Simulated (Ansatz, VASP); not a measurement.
**One calculation of Be2ZnTe2Se, two programs**

File INCAR:

```
SYSTEM = Be2ZnTe2Se
PREC     = Accurate       ! precision mode
ENCUT    = 600            ! plane-wave cutoff, eV
EDIFF    = 1E-6           ! SCF threshold, eV
ISMEAR   = 0              ! smearing method
SIGMA    = 0.1            ! smearing width, eV
LREAL    = .False.        ! projectors in reciprocal space
LASPH    = .True.         ! aspherical terms in the spheres
NELM     = 80             ! most SCF steps
ALGO     = Normal         ! electronic algorithm
ISIF     = 3              ! what is computed and relaxed
LWAVE    = .False.        ! write WAVECAR
LCHARG   = .False.        ! write CHGCAR
GGA      = PE             ! functional
IBRION   = 2              ! ionic algorithm
NSW      = 100            ! ionic steps
EDIFFG   = -0.01          ! ionic threshold
```

KPOINTS

```
regular mesh
0
Gamma
  12 12 4
  0 0 0
```

POSCAR

```
Be2ZnTe2Se
1.0
    3.8956737921      0.0000000000      0.0000000000
   -1.9478368960      3.3737524688      0.0000000000
    0.0000000000      0.0000000000     10.7519446216
Be Zn Te Se
2 1 2 1
Direct
    0.3333333333      0.6666666667      0.5000000000
    0.6666666667      0.3333333333      0.5000000000
    0.0000000000      0.0000000000      0.5000000000
    0.0000000000      0.0000000000      0.7564596478
    0.0000000000      0.0000000000      0.2435403522
    0.0000000000      0.0000000000      0.0000000000
```

Input for Ansatz:

```yaml
crystal:
  lattice:
    - [3.8956737921, 0.0, 0.0]
    - [-1.947836896, 3.3737524688, 0.0]
    - [0.0, 0.0, 10.7519446216]
  atoms:
    - { symbol: Be, position: [0.3333333333, 0.6666666667, 0.5] }
    - { symbol: Be, position: [0.6666666667, 0.3333333333, 0.5] }
    - { symbol: Zn, position: [0.0, 0.0, 0.5] }
    - { symbol: Te, position: [0.0, 0.0, 0.7564596478] }
    - { symbol: Te, position: [0.0, 0.0, 0.2435403522] }
    - { symbol: Se, position: [0.0, 0.0, 0.0] }
basis:
  ecutwfc: 420
kpoints:
  mp_grid: { grid: [12, 12, 4] }
hamiltonian:
  xc: pbe
scf:
  occupations: { method: gaussian, width: 0.1 }
output:
  forces: true
  stress: true
  eigenvalues: true
  write_density: true
  write_potential: true
  elf: true
  volumetric_format: npy
relax:
  adjacent_minimum: "off"
  f_tol: 0.01
  max_steps: 80
  cell: { stress_tol: 0.05 }
```

Alike in both runs: task relaxation of cell and atoms; functional PBE; k mesh 12 × 12 × 4; occupations gaussian, width 0.1 eV; no spin polarisation.

|  | VASP | Ansatz |
| --- | --- | --- |
| version | VASP 6.6.1 | Ansatz 0.2.0 |
| potentials or method | VASP PAW PBE potentials, release 64 (Be, Zn, Te, Se), cutoff 600 eV | scalar-relativistic, plane waves, PAW |
| valence electrons in the cell | 34 | 64 |

Ansatz gave:

| Quantity | Value |
| --- | --- |
| gap on the k mesh at the Fermi level, each at its own relaxed structure (eV) | none |
| relaxed volume (Å³/atom) | 23.48 |
| relaxed cell length with the largest relative difference (Å) | 3.876 |

What did VASP give for the same quantities?

gap on the k mesh at the Fermi level, each at its own relaxed structure (eV): none; relaxed volume (Å³/atom): 23.51; relaxed cell length with the largest relative difference (Å): 3.879.

A gap of «none» marks a metal or a gap that the smearing closes. VASP's potentials hold 34 valence electrons a cell and Ansatz's 64, so a difference there can come from the potentials and not from the codes.

Spin-orbit coupling is off throughout.
